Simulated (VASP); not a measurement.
Crystal: GaN.

```xyz
4
Lattice="3.1513 0.0000 0.0000 -1.5757 2.7291 0.0000 0.0000 0.0000 5.2081" Properties=species:S:1:pos:R:3 pbc="T T T"
Ga    0.0000    1.8194    0.0018
Ga    1.5757    0.9097    2.6059
N     0.0000    1.8194    1.9512
N     1.5757    0.9097    4.5553
```

This cell differs from its parent crystal: epitaxial xy strain -1.0%.

Base run:

| Property | Result |
| --- | --- |
| Program | VASP 6.6.1 |
| Functional | r2SCAN |
| Potentials or basis | VASP PAW PBE potentials, release 64 (Ga_d, N) |
| Cutoff | 520 eV |
| k mesh | 12 × 12 × 6 |
| Occupations | gaussian, width 0.01 eV |
| Spin | no spin polarisation |

Its results: band gap on the k mesh 2.39 eV; pressure 4.3 GPa; largest force 0.016 eV/Å.

Q: The run is repeated on the same cell with these changes: functional from r2SCAN to PBE; occupations from gaussian, width 0.01 eV to fermi-dirac, width 0.02 eV. What comes out?

A: Band gap on the k mesh 1.98 eV; pressure 9.4 GPa; largest force 0.016 eV/Å.

Caveats: the cell stands under pressure; the PAW data sets were made with another functional, which shifts forces and pressure a little (at least some runs).

